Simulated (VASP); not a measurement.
# Al16H in VASP: single point with LDA

Aim: the single point of Al16H with LDA.

Everything below comes from runs of VASP 6.6.1. Logs are shortened: lines on timing, memory, paths and dates and some standing lists are left out, and cuts for length are marked.

### Step 1. The cell of the first run

The cell holds a slab with vacuum, 17 atoms: a = 8.100 Å, b = 5.728 Å, c = 17.296 Å, α = 90.00°, β = 90.00°, γ = 90.00°.

### Step 2. Single point, LDA

INCAR

```
SYSTEM = Al16H
PREC     = Accurate       ! precision mode
ENCUT    = 520            ! plane-wave cutoff, eV
EDIFF    = 1E-7           ! SCF threshold, eV
ISMEAR   = 0              ! smearing method
SIGMA    = 0.15           ! smearing width, eV
LREAL    = Auto         
LASPH    = .True.         ! aspherical terms in the spheres
NELM     = 60             ! most SCF steps
ALGO     = Normal         ! electronic algorithm
ISIF     = 2              ! what is computed and relaxed
LWAVE    = .False.        ! write WAVECAR
LCHARG   = .False.        ! write CHGCAR
NBANDS   = 38             ! bands
```

KPOINTS

```
regular mesh
0
Gamma
  3 4 1
  0 0 0
```

POSCAR

```
Al16H
1.0
    8.1000000000      0.0000000000      0.0000000000
    0.0000000000      5.7275650000      0.0000000000
    0.0000000000      0.0000000000     17.2956740000
Al H
16 1
Direct
    0.2500000000      0.2500000000      0.0578179000
    0.7500000000      0.2500000000      0.0578179000
    0.2500000000      0.7500000000      0.0578179000
    0.7500000000      0.7500000000      0.0578179000
    0.0000207870      0.0004156481      0.1254704445
    0.5000303396     -0.0003482801      0.1280001689
    0.0000153077      0.5001343735      0.1274406466
    0.5000366900      0.4998066215      0.1290050081
    0.2495216157      0.2500427377      0.2159571374
    0.7505977070      0.2500526564      0.2160100941
    0.2490775703      0.7493062849      0.2159974802
    0.7510446128      0.7492975572      0.2160520078
    0.0000910395     -0.0002354983      0.2833108023
    0.5000183938     -0.0003517505      0.2860600629
    0.0001314080      0.4977421120      0.2893251102
    0.5000110918      0.4997984090      0.2881261540
    0.0010561734      0.5046835721      0.3819207947
```

Potentials or basis: VASP PAW LDA potentials, release 64 (Al, H).

The run is started by

```bash
$ cat potpaw_LDA.64/Al/POTCAR potpaw_LDA.64/H/POTCAR > POTCAR
$ mpirun -np 1 vasp_std > vasp.out
```

OUTCAR:

```text
SYSTEM = Al16H
   PREC = Accurate
   ENCUT = 520
   EDIFF = 1E-7
   ISMEAR = 0
   LREAL = Auto
   LASPH = .True.
   NELM = 60
   ISIF = 2

 ion  position               nearest neighbor table
   1  0.250  0.250  0.058-   9 2.74   5 2.74   7 2.76   6 2.76   8 2.77   3 2.86   3 2.86
   2  0.750  0.250  0.058-  10 2.74   5 2.74   7 2.76   6 2.76   8 2.77   4 2.86   4 2.86
   3  0.250  0.750  0.058-  11 2.74   5 2.74   7 2.76   6 2.76   8 2.77   1 2.86   1 2.86
   4  0.750  0.750  0.058-  12 2.74   5 2.74   7 2.76   6 2.76   8 2.77   2 2.86   2 2.86
   5  0.000  0.000  0.125-  13 2.73   1 2.74   2 2.74   3 2.74   4 2.74   7 2.86   7 2.87   9 2.93
                            10 2.93  11 2.93  12 2.93
   6  0.500  1.000  0.128-  14 2.73   4 2.76   3 2.76   2 2.76   1 2.76   8 2.86   8 2.86   9 2.91
                            10 2.91  11 2.92  12 2.92
   7  0.000  0.500  0.127-   3 2.76   4 2.76   1 2.76   2 2.76  15 2.80   5 2.86   5 2.87  12 2.91
                            11 2.91  10 2.91   9 2.91
   8  0.500  0.500  0.129-  16 2.75   2 2.77   1 2.77   4 2.77   3 2.77   6 2.86   6 2.86   9 2.90
                            10 2.90  11 2.90  12 2.91
   9  0.250  0.250  0.216-   1 2.74  13 2.74  14 2.76  15 2.78  16 2.78  11 2.86  11 2.87   8 2.90
                             7 2.91   6 2.91   5 2.93
  10  0.751  0.250  0.216-   2 2.74  13 2.74  14 2.76  15 2.78  16 2.78  12 2.86  12 2.87   8 2.90
                             7 2.91   6 2.91   5 2.93
  11  0.249  0.749  0.216-  13 2.74   3 2.74  14 2.77  16 2.78  15 2.78   9 2.86   9 2.87   8 2.90
                             7 2.91   6 2.92   5 2.93
  12  0.751  0.749  0.216-  13 2.74   4 2.74  14 2.77  16 2.78  15 2.78  10 2.86  10 2.87   8 2.91
                             7 2.91   6 2.92   5 2.93
  13  0.000  1.000  0.283-   5 2.73  12 2.74  11 2.74   9 2.74  10 2.74  15 2.85  15 2.88
  14  0.500  1.000  0.286-   6 2.73   9 2.76  10 2.76  11 2.77  12 2.77  16 2.86  16 2.86
  15  0.000  0.498  0.289-  17 1.60   9 2.78  10 2.78  11 2.78  12 2.78   7 2.80  13 2.85  13 2.88

  16  0.500  0.500  0.288-   8 2.75   9 2.78  10 2.78  11 2.78  12 2.78  14 2.86  14 2.86
  17  0.001  0.505  0.382-  15 1.60

  LATTYP: Found a simple orthorhombic cell.
 ALAT       =     5.7275650000
 B/A-ratio  =     1.4142135445
 C/A-ratio  =     3.0197254854

  Lattice vectors:

 A1 = (   0.0000000000,  -5.7275650000,   0.0000000000)
 A2 = (   8.1000000000,   0.0000000000,   0.0000000000)
 A3 = (   0.0000000000,   0.0000000000,  17.2956740000)

Analysis of symmetry for initial positions (statically):
=====================================================================
 Subroutine PRICEL returns:
 Original cell was already a primitive cell.

 Routine SETGRP: Setting up the symmetry group for a
 simple orthorhombic supercell.

 Subroutine GETGRP returns: Found  1 space group operations
 (whereof  1 operations were pure point group operations)
 out of a pool of  8 trial point group operations.

The static configuration has the point symmetry C_1 .

Analysis of symmetry for dynamics (positions and initial velocities):
=====================================================================
 Subroutine PRICEL returns:
 Original cell was already a primitive cell.

 Routine SETGRP: Setting up the symmetry group for a
 simple orthorhombic supercell.

 Subroutine GETGRP returns: Found  1 space group operations
 (whereof  1 operations were pure point group operations)
 out of a pool of  8 trial point group operations.

The dynamic configuration has the point symmetry C_1 .

 Subroutine INISYM returns: Found  1 space group operations
 (whereof  1 operations are pure point group operations),
 and found     1 'primitive' translations

----------------------------------------------------------------------------------------

                                     Primitive cell

  volume of cell :     802.4030

  direct lattice vectors                    reciprocal lattice vectors
     8.100000000  0.000000000  0.000000000     0.123456790  0.000000000  0.000000000
     0.000000000  5.727565000  0.000000000     0.000000000  0.174594265  0.000000000
     0.000000000  0.000000000 17.295674000     0.000000000  0.000000000  0.057817926

  length of vectors
     8.100000000  5.727565000 17.295674000     0.123456790  0.174594265  0.057817926

  position of ions in fractional coordinates (direct lattice)
     0.250000000  0.250000000  0.057817900
     0.750000000  0.250000000  0.057817900
     0.250000000  0.750000000  0.057817900
     0.750000000  0.750000000  0.057817900
     0.000020787  0.000415648  0.125470445
     0.500030340  0.999651720  0.128000169
[... 9 lines left out ...]
     0.500011092  0.499798409  0.288126154
     0.001056173  0.504683572  0.381920795

  ion indices of the primitive-cell ions
   primitive index   ion index
                 1           1
                 2           2
                 3           3
                 4           4
                 5           5
                 6           6
[... 9 lines left out ...]
                16          16
                17          17

----------------------------------------------------------------------------------------

 KPOINTS: regular mesh

Automatic generation of k-mesh.
 Grid dimensions read from file:
 generate k-points for:    3    4    1

 Generating k-lattice:

  Cartesian coordinates                     Fractional coordinates (reciprocal lattice)
     0.041152263  0.000000000  0.000000000     0.333333333  0.000000000  0.000000000
     0.000000000  0.043648566  0.000000000     0.000000000  0.250000000  0.000000000
     0.000000000  0.000000000  0.057817926     0.000000000  0.000000000  1.000000000

  Length of vectors
     0.041152263  0.043648566  0.057817926

  Shift w.r.t. Gamma in fractional coordinates (k-lattice)
     0.000000000  0.000000000  0.000000000

 Subroutine IBZKPT returns following result:
 ===========================================

 Found      7 irreducible k-points:

 Following reciprocal coordinates:
            Coordinates               Weight
  0.000000  0.000000  0.000000      1.000000
  0.333333  0.000000  0.000000      2.000000
  0.000000  0.250000  0.000000      2.000000
  0.333333  0.250000  0.000000      2.000000
 -0.333333  0.250000  0.000000      2.000000
  0.000000  0.500000  0.000000      1.000000
  0.333333  0.500000  0.000000      2.000000
   k-points           NKPTS =      7   k-points in BZ     NKDIM =      7   number of bands    NBANDS=     38
   number of dos      NEDOS =    301   number of ions     NIONS =     17
   total plane-waves  NPLWV = 403200
   dimension x,y,z NGX =    60 NGY =   48 NGZ =  140
   dimension x,y,z NGXF=   120 NGYF=   96 NGZF=  280
   ions per type =              16   1
   NGX,Y,Z   is equivalent  to a cutoff of  12.31, 13.93, 13.46 a.u.
   NGXF,Y,Z  is equivalent  to a cutoff of  24.63, 27.86, 26.91 a.u.
 SYSTEM =  Al16H
   PREC   = accura    normal or accurate (medium, high low for compatibility)
   ISTART =      0    job   : 0-new  1-cont  2-samecut
   ICHARG =      2    charge: 1-file 2-atom 10-const
   ISPIN  =      1    spin polarized calculation?
   LNONCOLLINEAR =      F non collinear calculations
   LSORBIT =      F    spin-orbit coupling
   LASPH  =      T    aspherical Exc in radial PAW
   ENCUT  =  520.0 eV  38.22 Ry    6.18 a.u.  15.06 10.65 32.16*2*pi/ulx,y,z
   NELM   =     60;   NELMIN=  2; NELMDL= -5     # of ELM steps
   EDIFF  = 0.1E-06   stopping-criterion for ELM
   LREAL  =      T    real-space projection
   EDIFFG = 0.1E-05   stopping-criterion for IOM
   NSW    =      0    number of steps for IOM
   IBRION =     -1    ionic relax: 0-MD 1-quasi-New 2-CG
   NFREE  =      0    steps in history (QN), initial steepest desc. (CG)
   ISIF   =      2    stress and relaxation
   ISYM   =      2    0-nonsym 1-usesym 2-fastsym
   POTIM  = 0.5000    time-step for ionic-motion
   TEBEG  =    0.0;   TEEND  =   0.0 temperature during run
   PSTRESS=    0.0 pullay stress
   NELECT =      49.0000    total number of electrons
   NUPDOWN=      -1.0000    fix difference up-down
   EMIN   =  10.00;   EMAX   =-10.00  energy-range for DOS
   EFERMI =   0.00;   METHOD = LEGACY
   ISMEAR =     0;   SIGMA  =   0.15  broadening in eV -4-tet -1-fermi 0-gaus
   EFERMI_NEDOS =   21; number of points for ismear=-14 and -15
   IALGO  =     38    algorithm
   IMIX   =      4    mixing-type and parameters
     AMIX     =   0.40;   BMIX     =  1.00
     AMIX_MAG =   1.60;   BMIX_MAG =  1.00
  volume/ion in A,a.u.               =      47.20       318.52
  Fermi-wavevector in a.u.,A,eV,Ry     =   0.644678  1.218264  5.654709  0.415609
  Thomas-Fermi vector in A             =   1.712085
   LORBIT       =      0    0 simple, 1 ext, 2 COOP (PROOUT), +10 PAW based schemes
   GGA     = CA    functional components
   LHFCALC =     F    Hartree Fock is set to
   AEXX    =    0.0000 exact exchange contribution
   IVDW    =     0    specifies the selected vdW correction
   LEPSILON=     F    determine dielectric tensor
   LRPA    =     F    only Hartree local field effects (RPA)
 non-spin polarized calculation
 Gauss-broadening in eV      SIGMA  =   0.15
  energy-cutoff  :      520.00
  volume of cell :      802.40
 maximum number of plane-waves:     21630
   NGX = 31   NGY = 21   NGZ = 65

 number of electron      48.9999999 magnetization

 Free energy of the ion-electron system (eV)
  ---------------------------------------------------
  ext. energy  EPLUGINS =         0.00000000
  ---------------------------------------------------
  free energy    TOTEN  =       -63.89735381 eV

  energy without entropy =      -63.80455620  energy(sigma->0) =      -63.85095501

 E-fermi :  -0.3570     XC(G=0):  -4.5837

 val. band max:       -0.3889281026   @ k =   0.3333   0.0000   0.0000
 cond. band min:      -0.3399868298   @ k =   0.3333   0.5000   0.0000
 fundamental gap:      0.0489412728
 Fermi energy:        -0.3569613109

 k-point     1 :       0.0000    0.0000    0.0000
  band No.  band energies     occupation
      1     -10.6975      2.00000
      2      -8.5094      2.00000
      3      -8.4928      2.00000
      4      -8.2094      2.00000
      5      -6.3129      2.00000
      6      -6.3017      2.00000
[... 28 lines left out ...]
     35       2.0156      0.00000
     36       2.0269      0.00000
[... 202 lines left out ...]
      5      -6.9305      2.00000
      6      -6.8419      2.00000
[... 28 lines left out ...]
     35       2.2509      0.00000
     36       2.2708      0.00000
 [bands above 36 left out]

------------------------ aborting loop because EDIFF is reached ----------------------------------------

  FORCE on cell =-STRESS in cart. coord.  units (eV):
  Direction    XX          YY          ZZ          XY          YZ          ZX
  --------------------------------------------------------------------------------------
  -------------------------------------------------------------------------------------
  Total       -6.8070997    -11.1081416      0.0752755     -0.0001333     -0.0098936     -0.0087850
  in kB      -13.5918997    -22.1798933      0.1503044     -0.0002663     -0.0197548     -0.0175411
  external PRESSURE =     -11.8738295 kB  Pullay stress =       0.0000000 kB

 VOLUME and BASIS-vectors are now :
 -----------------------------------------------------------------------------
  energy-cutoff  :      520.00
  volume of cell :      802.40
      direct lattice vectors                 reciprocal lattice vectors
     8.100000000  0.000000000  0.000000000     0.123456790  0.000000000  0.000000000
     0.000000000  5.727565000  0.000000000     0.000000000  0.174594265  0.000000000
     0.000000000  0.000000000 17.295674000     0.000000000  0.000000000  0.057817926

 POSITION                                       TOTAL-FORCE (eV/Angst)
 -----------------------------------------------------------------------------------
      2.02500      1.43189      1.00000         0.050611      0.164212     -0.003284
      6.07500      1.43189      1.00000        -0.049731      0.164016     -0.001533
      2.02500      4.29567      1.00000         0.047711     -0.163323     -0.006359
      6.07500      4.29567      1.00000        -0.046814     -0.163138     -0.004563
      0.00017      0.00238      2.17010        -0.000055     -0.000312     -0.000841
      4.05025      5.72557      2.21385        -0.000018      0.000979     -0.003344
[... 9 lines left out ...]
      4.05009      2.86263      4.98334         0.000014      0.000650      0.002383
      0.00856      2.89061      6.60558        -0.002085     -0.003018      0.014061
 -----------------------------------------------------------------------------------
    total drift:                                0.000035     -0.000580     -0.001080

  FREE ENERGIE OF THE ION-ELECTRON SYSTEM (eV)
  ---------------------------------------------------
  free  energy   TOTEN  =       -63.8973538132 eV

  energy  without entropy=      -63.8045562016  energy(sigma->0) =      -63.85095501
```

It took 7 min on 1 thread of Intel Xeon Platinum 8488C (Sapphire Rapids), shared host; peak memory 0.63 GiB.

What came out:

| Property | Result |
| --- | --- |
| Free energy | -63.8974 eV |
| Largest force | 0.172 eV/Å |

Forces on the atoms (eV/Å):
```
Al   0.051  0.164 -0.003
Al  -0.050  0.164 -0.002
Al   0.048 -0.163 -0.006
Al  -0.047 -0.163 -0.005
Al   0.000  0.000 -0.001
Al   0.000  0.001 -0.003
Al   0.000 -0.001 -0.001
Al   0.000  0.000 -0.002
Al  -0.001  0.001  0.001
Al   0.002  0.001  0.001
Al   0.001 -0.002  0.001
Al  -0.001 -0.002  0.001
Al   0.000  0.001  0.008
Al   0.000  0.000  0.008
Al   0.000  0.001 -0.013
Al   0.000  0.001  0.002
H   -0.002 -0.003  0.014
```
